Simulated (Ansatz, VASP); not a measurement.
## Two plane-wave programs on Pt

The input INCAR:

```
SYSTEM = Pt
PREC = Accurate
ENCUT = 600
EDIFF = 1E-6
ISMEAR = -1
SIGMA = 0.05
LREAL = .FALSE.
LASPH = .TRUE.
NELM = 80
ALGO = Normal
ISIF = 3
LWAVE = .FALSE.
LCHARG = .FALSE.
GGA = CA
IBRION = 2
NSW = 60
EDIFFG = -0.005
```

Contents of KPOINTS:

```
regular mesh
0
G
  18 18 18
  0 0 0
```

File POSCAR:

```
Pt
1.0
    0.0000000000      1.9474215318      1.9474215318
    1.9474215318      0.0000000000      1.9474215318
    1.9474215318      1.9474215318      0.0000000000
Pt
1
Direct
    0.0000000000      0.0000000000      0.0000000000
```

Input for Ansatz:

```yaml
crystal:
  lattice:
    - [0.0, 1.9474215318, 1.9474215318]
    - [1.9474215318, 0.0, 1.9474215318]
    - [1.9474215318, 1.9474215318, 0.0]
  atoms:
    - { symbol: Pt, position: [0.0, 0.0, 0.0] }
kpoints:
  mp_grid: { grid: [18, 18, 18] }
scf:
  occupations: { method: fermi_dirac, width: 0.05 }
hamiltonian:
  xc: lda
  pseudopotentials: { kind: paw }
output:
  forces: true
  stress: true
relax:
  f_tol: 0.005
  max_steps: 40
  cell: {}
```

Alike in both runs: task relaxation of cell and atoms; functional LDA; k mesh 18 × 18 × 18; occupations fermi-dirac, width 0.05 eV; no spin polarisation.

|  | VASP | Ansatz |
| --- | --- | --- |
| version | VASP 6.6.1 | Ansatz 0.2.0 |
| potentials or method | VASP PAW LDA potentials, release 64 (Pt) | PAW with Ansatz's default frozen-core files, scalar-relativistic |
| plane-wave cutoff (eV) | 600 | 420 |
| valence electrons in the cell | 10 | 18 |

|  | VASP | Ansatz | Ansatz less VASP |
| --- | --- | --- | --- |
| relaxed volume (Å³/atom) | 14.80 | 14.76 | -0.041 |
| relaxed cell length with the largest relative difference (Å) | 2.756 | 2.753 | -0.0025 |

LDA's correlation is that of Perdew and Zunger in VASP and of Perdew and Wang (1992) in Ansatz. VASP's potentials hold 10 valence electrons a cell and Ansatz's 18, so a difference there can come from the potentials and not from the codes.

Neither program's run includes spin-orbit coupling.
